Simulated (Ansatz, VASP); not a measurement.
## Two plane-wave programs on Y

```
CELL_PARAMETERS angstrom
3.67156 0.00000 0.00000
-1.83578 3.17966 0.00000
0.00000 0.00000 5.76855
ATOMIC_POSITIONS crystal
Y 0.33333 0.66667 0.25000
Y 0.66667 0.33333 0.75000
```

Alike in both runs: task single point; functional PBE; k mesh 9 × 9 × 5; no spin polarisation.

|  | VASP | Ansatz |
| --- | --- | --- |
| version | VASP 6.6.1 | Ansatz 0.2.0 |
| potentials or method | VASP PAW PBE potentials, release 64 (Y_sv), cutoff 520 eV | plane waves, PAW |
| occupations | fermi-dirac, width 0.1 eV | fermi-dirac |
| valence electrons in the cell | 22 | 22 |

Ansatz gave:

| Quantity | Value |
| --- | --- |
| pressure (GPa) | -0.8 |
| traceless stress, the component that is largest in VASP (GPa) | -0.20 |

Question: Estimate VASP's values.

Answer: Pressure (GPa): -0.9; traceless stress, the component that is largest in VASP (GPa): -0.20.
